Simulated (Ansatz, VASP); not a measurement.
# NiO: VASP beside Ansatz

```
CELL_PARAMETERS angstrom
0.00000 2.09131 2.09131
4.18262 2.09131 2.09131
4.18262 4.18262 0.00000
ATOMIC_POSITIONS crystal
Ni 0.00000 0.00000 0.00000
Ni 0.00000 0.00000 0.50000
O 0.50000 0.50000 0.00000
O 0.50000 0.50000 0.50000
```

Alike in both runs: task single point; functional LDA; k mesh 8 × 8 × 8; occupations gaussian, width 0.05 eV; collinear spin; Hubbard terms Ni d U = 8.0 eV.

|  | VASP | Ansatz |
| --- | --- | --- |
| version | VASP 6.6.1 | Ansatz 0.2.0 |
| potentials or method | VASP PAW LDA potentials, release 64 (Ni_sv_GW, O), cutoff 600 eV | scalar-relativistic, plane waves, PAW |
| valence electrons in the cell | 48 | 48 |

```tsv
	VASP	Ansatz	Ansatz less VASP
gap on the k mesh at the Fermi level (eV)	2.49	2.39	-0.098
least direct gap on the mesh (eV)	3.69	3.05	-0.646
pressure (GPa)	-9.0	-4.2	+4.73
net moment per atom (μB)	0.00	0.00	0.000
size of the moment on the site where the two differ most (μB)	1.80	1.73	-0.069
```

LDA's correlation is that of Perdew and Zunger in VASP and of Perdew and Wang (1992) in Ansatz. Site moments also hang on the region over which each program counts them. The programs project onto different local orbitals, so the same U acts differently, and such runs can settle in different states.
